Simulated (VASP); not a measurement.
# Tc (P6_3/mmc) in VASP: notebook

Tc is run at these levels: PBE; tasks: single point, relaxation of shape and atoms at fixed volume.

Program: VASP 6.6.1. These are calculated values, not measurements. Logs are shortened: lines on timing, memory, paths and dates and some standing lists are left out, and cuts for length are marked.

## (1) The cell of the first run

Symmetry: P6_3/mmc, No. 194, hexagonal system. The conventional cell has a = 2.752 Å, b = 2.752 Å, c = 4.401 Å, α = 90.00°, β = 90.00°, γ = 120.00°. Within 3.6 Å of Tc (site symmetry -6m2) lie 12 Tc at 2.71 to 2.75 Å.

## (2) Single point, PBE

The input, INCAR:

```
SYSTEM = Tc
ALGO     = Fast           ! electronic algorithm
EDIFF    = 1E-6           ! SCF threshold, eV
ENCUT    = 520            ! plane-wave cutoff, eV
GGA      = PE             ! functional
ISIF     = 2              ! what is computed and relaxed
ISMEAR   = 0              ! smearing method
LASPH    = .TRUE.         ! aspherical terms in the spheres
LCHARG   = .FALSE.        ! write CHGCAR
LREAL    = .FALSE.        ! projectors in reciprocal space
LWAVE    = .FALSE.        ! write WAVECAR
NBANDS   = 20             ! bands
NELM     = 80             ! most SCF steps
PREC     = Accurate       ! precision mode
SIGMA    = 0.05           ! smearing width, eV
```

The input, KPOINTS:

```
k-points
0
G
  18 18 10
  0 0 0
```

The input, POSCAR:

```
Tc
1.0
    2.7520485008      0.0000000000      0.0000000000
   -1.3760242504      2.3833439142      0.0000000000
    0.0000000000      0.0000000000      4.4007408715
Tc
2
Direct
    0.3333333333      0.6666666667      0.2500000000
    0.6666666667      0.3333333333      0.7500000000
```

Potentials or basis: VASP PAW PBE potentials, release 64 (Tc_pv).

Run with:

```console
cat potpaw_PBE.64/Tc_pv/POTCAR > POTCAR
mpirun -np 1 vasp_std > vasp.out
```

OUTCAR:

```text
SYSTEM = Tc
   EDIFF = 1E-6
   ENCUT = 520
   GGA = PE
   ISIF = 2
   ISMEAR = 0
   LASPH = .TRUE.
   LREAL = .FALSE.
   NELM = 80
   PREC = Accurate

 ion  position               nearest neighbor table
   1  0.333  0.667  0.250-   2 2.71   2 2.71   2 2.71   2 2.71   2 2.71   2 2.71
   2  0.667  0.333  0.750-   1 2.71   1 2.71   1 2.71   1 2.71   1 2.71   1 2.71

  LATTYP: Found a hexagonal cell.
 ALAT       =     2.7520485008
 C/A-ratio  =     1.5990782394

  Lattice vectors:

 A1 = (   2.7520485008,   0.0000000000,   0.0000000000)
 A2 = (  -1.3760242504,   2.3833439142,   0.0000000000)
 A3 = (   0.0000000000,   0.0000000000,   4.4007408715)

Analysis of symmetry for initial positions (statically):
=====================================================================
 Subroutine PRICEL returns:
 Original cell was already a primitive cell.

 Routine SETGRP: Setting up the symmetry group for a
 hexagonal supercell.

 Subroutine GETGRP returns: Found 24 space group operations
 (whereof 12 operations were pure point group operations)
 out of a pool of 24 trial point group operations.

The static configuration has the point symmetry D_3d.
 The point group associated with its full space group is D_6h.

Analysis of symmetry for dynamics (positions and initial velocities):
=====================================================================
 Subroutine PRICEL returns:
 Original cell was already a primitive cell.

 Routine SETGRP: Setting up the symmetry group for a
 hexagonal supercell.

 Subroutine GETGRP returns: Found 24 space group operations
 (whereof 12 operations were pure point group operations)
 out of a pool of 24 trial point group operations.

The dynamic configuration has the point symmetry D_3d.
 The point group associated with its full space group is D_6h.

 Subroutine INISYM returns: Found 24 space group operations
 (whereof 12 operations are pure point group operations),
 and found     1 'primitive' translations

----------------------------------------------------------------------------------------

                                     Primitive cell

  volume of cell :      28.8648

  direct lattice vectors                    reciprocal lattice vectors
     2.752048501  0.000000000  0.000000000     0.363365689  0.209789278  0.000000000
    -1.376024250  2.383343914  0.000000000     0.000000000  0.419578557  0.000000000
     0.000000000  0.000000000  4.400740872     0.000000000  0.000000000  0.227234466

  length of vectors
     2.752048501  2.752048501  4.400740872     0.419578557  0.419578557  0.227234466

  position of ions in fractional coordinates (direct lattice)
     0.333333333  0.666666667  0.250000000
     0.666666667  0.333333333  0.750000000

  ion indices of the primitive-cell ions
   primitive index   ion index
                 1           1
                 2           2

----------------------------------------------------------------------------------------

 KPOINTS: k-points

Automatic generation of k-mesh.
 Grid dimensions read from file:
 generate k-points for:   18   18   10

 Generating k-lattice:

  Cartesian coordinates                     Fractional coordinates (reciprocal lattice)
     0.020186983  0.011654960  0.000000000     0.055555556  0.000000000  0.000000000
     0.000000000  0.023309920  0.000000000     0.000000000  0.055555556  0.000000000
     0.000000000  0.000000000  0.022723447     0.000000000  0.000000000  0.100000000

  Length of vectors
     0.023309920  0.023309920  0.022723447

  Shift w.r.t. Gamma in fractional coordinates (k-lattice)
     0.000000000  0.000000000  0.000000000

 Subroutine IBZKPT returns following result:
 ===========================================

 Found    222 irreducible k-points:

 Following reciprocal coordinates:
            Coordinates               Weight
  0.000000  0.000000  0.000000      1.000000
  0.055556  0.000000  0.000000      6.000000
  0.111111  0.000000  0.000000      6.000000
  0.166667  0.000000  0.000000      6.000000
  0.222222  0.000000  0.000000      6.000000
  0.277778  0.000000  0.000000      6.000000
[... 16 lines left out ...]
  0.333333  0.111111  0.000000     12.000000
  0.388889  0.111111  0.000000     12.000000
 [... further k-points ...]
   k-points           NKPTS =    222   k-points in BZ     NKDIM =    222   number of bands    NBANDS=     20
   number of dos      NEDOS =    301   number of ions     NIONS =      2
   total plane-waves  NPLWV =  14400
   dimension x,y,z NGX =    20 NGY =   20 NGZ =   36
   dimension x,y,z NGXF=    40 NGYF=   40 NGZF=   72
   ions per type =               2
   NGX,Y,Z   is equivalent  to a cutoff of  12.08, 12.08, 13.60 a.u.
   NGXF,Y,Z  is equivalent  to a cutoff of  24.16, 24.16, 27.20 a.u.
 SYSTEM =  Tc
   PREC   = accura    normal or accurate (medium, high low for compatibility)
   ISTART =      0    job   : 0-new  1-cont  2-samecut
   ICHARG =      2    charge: 1-file 2-atom 10-const
   ISPIN  =      1    spin polarized calculation?
   LNONCOLLINEAR =      F non collinear calculations
   LSORBIT =      F    spin-orbit coupling
   LASPH  =      T    aspherical Exc in radial PAW
   ENCUT  =  520.0 eV  38.22 Ry    6.18 a.u.   5.12  5.12  8.18*2*pi/ulx,y,z
   NELM   =     80;   NELMIN=  2; NELMDL= -5     # of ELM steps
   EDIFF  = 0.1E-05   stopping-criterion for ELM
   LREAL  =      F    real-space projection
   EDIFFG = 0.1E-04   stopping-criterion for IOM
   NSW    =      0    number of steps for IOM
   IBRION =     -1    ionic relax: 0-MD 1-quasi-New 2-CG
   NFREE  =      0    steps in history (QN), initial steepest desc. (CG)
   ISIF   =      2    stress and relaxation
   ISYM   =      2    0-nonsym 1-usesym 2-fastsym
   POTIM  = 0.5000    time-step for ionic-motion
   TEBEG  =    0.0;   TEEND  =   0.0 temperature during run
   PSTRESS=    0.0 pullay stress
   NELECT =      26.0000    total number of electrons
   NUPDOWN=      -1.0000    fix difference up-down
   EMIN   =  10.00;   EMAX   =-10.00  energy-range for DOS
   EFERMI =   0.00;   METHOD = LEGACY
   ISMEAR =     0;   SIGMA  =   0.05  broadening in eV -4-tet -1-fermi 0-gaus
   EFERMI_NEDOS =   21; number of points for ismear=-14 and -15
   IALGO  =     68    algorithm
   IMIX   =      4    mixing-type and parameters
     AMIX     =   0.40;   BMIX     =  1.00
     AMIX_MAG =   1.60;   BMIX_MAG =  1.00
  volume/ion in A,a.u.               =      14.43        97.39
  Fermi-wavevector in a.u.,A,eV,Ry     =   1.581041  2.987734 34.010348  2.499690
  Thomas-Fermi vector in A             =   2.681177
   LORBIT       =      0    0 simple, 1 ext, 2 COOP (PROOUT), +10 PAW based schemes
   GGA     = PE    functional components
   LHFCALC =     F    Hartree Fock is set to
   AEXX    =    0.0000 exact exchange contribution
   IVDW    =     0    specifies the selected vdW correction
   LEPSILON=     F    determine dielectric tensor
   LRPA    =     F    only Hartree local field effects (RPA)
 non-spin polarized calculation
 RMM-DIIS sequential band-by-band and
 Gauss-broadening in eV      SIGMA  =   0.05
  energy-cutoff  :      520.00
  volume of cell :       28.86
 maximum number of plane-waves:       792
   NGX = 11   NGY = 11   NGZ = 17

 number of electron      25.9999996 magnetization

 Free energy of the ion-electron system (eV)
  ---------------------------------------------------
  ext. energy  EPLUGINS =         0.00000000
  ---------------------------------------------------
  free energy    TOTEN  =       -20.70452494 eV

  energy without entropy =      -20.70228379  energy(sigma->0) =      -20.70340436

 E-fermi :  12.4699     XC(G=0): -13.7466

 val. band max:       12.4685168674   @ k =   0.3333   0.2778   0.5000
 cond. band min:      12.4706100131   @ k =   0.1111   0.1111   0.0000
 fundamental gap:      0.0020931457
 Fermi energy:        12.4699077436

 k-point     1 :       0.0000    0.0000    0.0000
  band No.  band energies     occupation
      1     -26.9245      2.00000
      2     -25.8518      2.00000
      3     -25.8518      2.00000
      4     -25.6677      2.00000
      5     -25.6677      2.00000
      6     -25.6222      2.00000
[... 12 lines left out ...]
     19      23.4916      0.00000
     20      26.7950      0.00000

 k-point     2 :       0.0556    0.0000    0.0000
  band No.  band energies     occupation
      1     -26.9122      2.00000
      2     -25.8793      2.00000
      3     -25.8609      2.00000
      4     -25.6963      2.00000
      5     -25.6714      2.00000
      6     -25.6274      2.00000
[... 12 lines left out ...]
     19      23.4766      0.00000
     20      27.0254      0.00000

 k-point     3 :       0.1111    0.0000    0.0000
  band No.  band energies     occupation
      1     -26.8762      2.00000
      2     -25.9587      2.00000
      3     -25.8866      2.00000
      4     -25.7781      2.00000
      5     -25.6827      2.00000
      6     -25.6432      2.00000
[... 12 lines left out ...]
     19      23.4196      0.00000
     20      27.6437      0.00000

 k-point     4 :       0.1667    0.0000    0.0000
  band No.  band energies     occupation
      1     -26.8186      2.00000
      2     -26.0801      2.00000
      3     -25.9248      2.00000
      4     -25.9007      2.00000
      5     -25.7008      2.00000
      6     -25.6699      2.00000
[... 12 lines left out ...]
     19      23.3042      0.00000
     20      28.2966      0.00000

 k-point     5 :       0.2222    0.0000    0.0000
  band No.  band energies     occupation
      1     -26.7430      2.00000
      2     -26.2288      2.00000
      3     -26.0469      2.00000
      4     -25.9703      2.00000
      5     -25.7240      2.00000
      6     -25.7073      2.00000
[... 12 lines left out ...]
     19      23.1389      0.00000
     20      27.8805      0.00000

 k-point     6 :       0.2778    0.0000    0.0000
  band No.  band energies     occupation
      1     -26.6543      2.00000
      2     -26.3865      2.00000
      3     -26.1980      2.00000
      4     -26.0173      2.00000
      5     -25.7550      2.00000
      6     -25.7497      2.00000
[... 12 lines left out ...]
     19      22.9592      0.00000
     20      26.3809      0.00000

 k-point     7 :       0.3333    0.0000    0.0000
  band No.  band energies     occupation
      1     -26.5595      2.00000
      2     -26.5340      2.00000
      3     -26.3361      2.00000
      4     -26.0605      2.00000
      5     -25.8112      2.00000
      6     -25.7746      2.00000
[... 12 lines left out ...]
     19      22.7622      0.00000
     20      24.7097      0.00000
[... 277 lines left out ...]
 k-point    20 :       0.1667    0.1111    0.0000
  band No.  band energies     occupation
      1     -26.7117      2.00000
      2     -26.2388      2.00000
      3     -26.1589      2.00000
      4     -25.9466      2.00000
      5     -25.7683      2.00000
      6     -25.7235      2.00000
[... 12 lines left out ...]
     19      23.1169      0.00000
     20      27.9173      0.00000

 k-point    21 :       0.2222    0.1111    0.0000
  band No.  band energies     occupation
      1     -26.6253      2.00000
      2     -26.3809      2.00000
      3     -26.2693      2.00000
      4     -26.0168      2.00000
      5     -25.8040      2.00000
      6     -25.7715      2.00000
[... 12 lines left out ...]
     19      23.0175      0.00000
     20      26.2894      0.00000

 k-point    22 :       0.2778    0.1111    0.0000
  band No.  band energies     occupation
      1     -26.5323      2.00000
      2     -26.5180      2.00000
      3     -26.3663      2.00000
      4     -26.0836      2.00000
      5     -25.8362      2.00000
      6     -25.8281      2.00000
[... 12 lines left out ...]
     19      23.1158      0.00000
     20      24.5506      0.00000

 k-point    23 :       0.3333    0.1111    0.0000
  band No.  band energies     occupation
      1     -26.6295      2.00000
      2     -26.4440      2.00000
      3     -26.4416      2.00000
      4     -26.1375      2.00000
      5     -25.8891      2.00000
      6     -25.8621      2.00000
[... 12 lines left out ...]
     19      23.6876      0.00000
     20      24.2370      0.00000

 k-point    24 :       0.3889    0.1111    0.0000
  band No.  band energies     occupation
      1     -26.7017      2.00000
      2     -26.4946      2.00000
      3     -26.3681      2.00000
      4     -26.1721      2.00000
      5     -25.9431      2.00000
      6     -25.8789      2.00000
[... 12 lines left out ...]
     19      23.9676      0.00000
     20      24.6832      0.00000

 [... further k-points ...]
[... 5 lines left out ...]
  --------------------------------------------------------------------------------------
  -------------------------------------------------------------------------------------
  Total       -0.1154336     -0.1154336     -0.1257588      0.0000000      0.0000000      0.0000000
  in kB       -6.4072901     -6.4072901     -6.9803996      0.0000000      0.0000000      0.0000000
  external PRESSURE =      -6.5983266 kB  Pullay stress =       0.0000000 kB

 VOLUME and BASIS-vectors are now :
 -----------------------------------------------------------------------------
  energy-cutoff  :      520.00
  volume of cell :       28.86
      direct lattice vectors                 reciprocal lattice vectors
     2.752048501  0.000000000  0.000000000     0.363365689  0.209789278  0.000000000
    -1.376024250  2.383343914  0.000000000     0.000000000  0.419578557  0.000000000
     0.000000000  0.000000000  4.400740872     0.000000000  0.000000000  0.227234466

 POSITION                                       TOTAL-FORCE (eV/Angst)
 -----------------------------------------------------------------------------------
     -0.00000      1.58890      1.10019         0.000000     -0.000000      0.000000
      1.37602      0.79445      3.30056        -0.000000      0.000000      0.000000
 -----------------------------------------------------------------------------------
    total drift:                               -0.000000      0.000000     -0.000000

  FREE ENERGIE OF THE ION-ELECTRON SYSTEM (eV)
  ---------------------------------------------------
  free  energy   TOTEN  =       -20.7045249399 eV

  energy  without entropy=      -20.7022837863  energy(sigma->0) =      -20.70340436
```

Run time: 68 s. Hardware: 1 thread of Oxide Virtual Turin-like, shared host; peak memory 0.18 GiB.

Results:

```
Free energy            : -20.7045 eV
Pressure               : -0.7 GPa
Band gap on the k mesh : zero (bands 13 and 14 overlap by 3.36 eV)
```

Levels at points of the mesh, in eV from the Fermi level:
```tsv
k point	band 9	band 10	band 11	band 12	band 13	band 14	band 15	band 16	band 17	band 18
(0.00, 0.00, 0.00)	-1.50	-1.50	-1.40	-0.78	-0.78	-0.11	-0.11	1.72	2.54	2.54
(0.50, 0.00, 0.00)	-4.51	-1.86	-1.08	-0.90	-0.45	2.90	3.32	3.33	5.27	7.06
(0.00, 0.00, 0.50)	-1.81	-1.81	-1.63	-1.63	-1.63	-1.63	1.87	1.87	1.87	1.87
(0.50, 0.00, 0.50)	-3.59	-3.59	0.16	0.16	1.44	1.44	3.16	3.16	4.35	4.35
```

[end of part 1 of 2]
